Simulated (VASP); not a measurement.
Wanted: the native input for a VASP 6.6.1 run.

```yaml
Task: single point
Functional: PBE
Potentials_or_basis: VASP PAW PBE potentials, release 64 (Ni, Al)
Cutoff: 520 eV
k_mesh: 14 × 14 × 14
Occupations: fermi-dirac, width 0.05 eV
Spin: no spin polarisation
Dipole_correction: no
Further_INCAR_settings: ALGO = Normal; EDIFF = 1e-07; NBANDS = 14
```

The structure of AlNi (rocksalt type) lies in POSCAR:

```
AlNi
1.0
    0.0000000000      2.3712818416      2.3712818416
    2.3712818416      0.0000000000      2.3712818416
    2.3712818416      2.3712818416      0.0000000000
Ni Al
1 1
Direct
    0.0000000000      0.0000000000      0.0000000000
    0.5000000000      0.5000000000      0.5000000000
```

This cell differs from its parent crystal: volume scaled by 0.93, to set the pressure.

These files were run (other wordings do the same):

INCAR

```
  PREC = Accurate
  ENCUT = 520
  EDIFF = 1E-7
  ISMEAR = -1
  SIGMA = 0.05
  LREAL = False
  LASPH = True
  NELM = 60
  ALGO = Normal
  ISIF = 2
  LWAVE = False
  LCHARG = True
  GGA = PE
  LELF = True
  LVHAR = True
  NBANDS = 14
```

KPOINTS

```
regular mesh
0
Gamma
  14 14 14
```

Potentials or basis: VASP PAW PBE potentials, release 64 (Ni, Al).

Launch:

```bash
$ cat potpaw_PBE.64/Ni/POTCAR potpaw_PBE.64/Al/POTCAR > POTCAR
$ mpirun -np 1 vasp_std > vasp.out
```

Results of the run:

```
Pressure : 9.3 GPa
```

Caveat: the cell differs from its parent crystal (volume scaled by 0.93, to set the pressure).

Wall time 22 s on 1 thread of Intel(R) Xeon(R) 6975P-C (Granite Rapids), on a shared host, peak memory 0.18 GiB.
